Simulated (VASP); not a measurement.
**MnRuO2: single point with r2SCAN**

Crystal: MnRuO2.

```
CELL_PARAMETERS angstrom
1.47031 2.54665 0.00000
-1.47031 2.54665 0.00000
0.00000 -1.69777 4.89338
ATOMIC_POSITIONS crystal
O 0.22680 0.22680 0.68040
O 0.77320 0.77320 0.31960
Ru 0.00000 0.00000 0.00000
Mn 0.50000 0.50000 0.50000
```

```
Program                : VASP 6.6.1
Task                   : single point
Functional             : r2SCAN
Potentials or basis    : VASP PAW PBE potentials, release 64 (O, Ru_pv, Mn_pv)
Cutoff                 : 660 eV
k mesh                 : 10 × 10 × 10
Occupations            : methfessel-paxton, width 0.0878 eV
Spin                   : no spin polarisation
Dipole correction      : no
Further INCAR settings : ALGO = Normal; EDIFF = 1e-06; NBANDS = 28
```

```yaml
Pressure: 16.8 GPa
Largest_force: 1.138 eV/Å
Band_gap_on_the_k_mesh: zero (an odd number of electrons rules out a gap without spin polarisation)
```

Forces on the atoms (eV/Å):
```
O    0.000  0.000  1.138
O    0.000  0.000 -1.138
Ru   0.000  0.000  0.000
Mn   0.000  0.000  0.000
```

Stress tensor (GPa, compression positive):
```
15.51  0.00  0.00
 0.00 15.51  0.00
 0.00  0.00 19.36
```

Levels at points of the mesh, in eV from the Fermi level:
| k point | band 17 | band 18 | band 19 | band 20 | band 21 | band 22 |
| --- | --- | --- | --- | --- | --- | --- |
| (0.00, 0.00, 0.00) | -2.54 | -1.26 | -1.26 | -0.27 | -0.27 | 0.23 |
| (0.50, 0.00, 0.00) | -0.32 | -0.29 | -0.14 | 0.02 | 0.41 | 0.57 |
| (0.50, 0.50, 0.00) | -0.72 | -0.06 | -0.02 | 0.29 | 0.36 | 0.43 |
| (0.00, 0.00, 0.50) | -1.94 | -1.12 | -1.12 | -0.01 | -0.01 | 0.00 |

It took 22 min on 1 thread of AMD EPYC 7R43 64-Core Processor (Zen 3), with other jobs on the host, peak memory 0.29 GiB.

Caveat: the cell stands under pressure; an empty level that is flat over the whole mesh can mark a ghost state of the potentials, or a narrow d or f band; the PAW data sets were made with another functional, which shifts forces and pressure a little; an odd number of electrons without spin polarisation forces a metal; a magnetic or distorted state may lie lower; the run has no spin polarisation, though such a crystal can be magnetic; semilocal functionals often make such compounds metallic where correlation or magnetic order opens a gap, which also shifts bond lengths. Spin polarisation is off, so any magnetic state and its effect on volume and gap are missing.
